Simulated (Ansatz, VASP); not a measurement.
**Two plane-wave programs on CaH**

```
Ca H
1.0
     3.31005    0.00000    0.00000
     0.00000    3.31042    0.00000
     0.00000    0.00000    3.99908
Ca H
1 1
Direct
  0.00000 0.50000 0.00000
  0.50000 0.00000 0.00000
```

Alike in both runs: functional PBE; k mesh 6 × 6 × 4; occupations gaussian, width 0.1 eV; no spin polarisation.

Ansatz relaxed the structure, and its values are those at the end. VASP's run is a single point on that final structure, the one shown.

```csv
,VASP,Ansatz
version,VASP 6.6.1,Ansatz 0.2.0
potentials or method,"VASP PAW PBE potentials, release 64 (Ca_sv, H), cutoff 520 eV","scalar-relativistic, plane waves, PAW"
valence electrons in the cell,11,11
```

```tsv
	VASP	Ansatz	Ansatz less VASP
gap on the k mesh at the Fermi level (eV)	none	none	-
pressure (GPa)	-0.1	-0.1	-0.03
```

A gap of «none» marks a metal or a gap that the smearing closes.

The k mesh is coarse, so the values compare programs but aren't converged.
